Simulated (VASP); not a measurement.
The system is Re.

```
CELL_PARAMETERS angstrom
2.79713 0.00000 0.00000
-1.39857 2.42239 0.00000
0.00000 0.00000 4.51687
ATOMIC_POSITIONS crystal
Re 0.66667 0.33333 0.75000
Re 0.33333 0.66667 0.25000
```

Base run:

- Program: VASP 6.6.1
- Functional: r2SCAN
- Potentials or basis: VASP PAW PBE potentials, release 64 (Re)
- Cutoff: 520 eV
- k mesh: 11 × 11 × 6
- Occupations: fermi-dirac, width 0.05 eV
- Spin: no spin polarisation

Its results: band gap on the k mesh zero (bands 7 and 8 overlap by 2.87 eV); pressure -14.5 GPa.

Question: After a change of settings the same cell gave: band gap on the k mesh zero (bands 7 and 8 overlap by 2.87 eV); pressure -16.3 GPa. Which change was it?
A. dispersion from none to D4
B. functional from r2SCAN to BLYP; dispersion from none to D3(BJ)
C. functional from r2SCAN to revPBE; further incar settings from ALGO = Normal; EDIFF = 1e-06; NBANDS = 14 to ALGO = Normal; EDIFF = 1e-07; NBANDS = 14

Answer: A.

Dispersion adds attraction, which lowers the pressure at fixed volume and, as a term added to the energy, leaves the levels alone.

Caveats: the cell stands under tension; the PAW data sets were made with another functional, which shifts forces and pressure a little; spin-orbit coupling is left out, which moves the levels of the heavy elements.
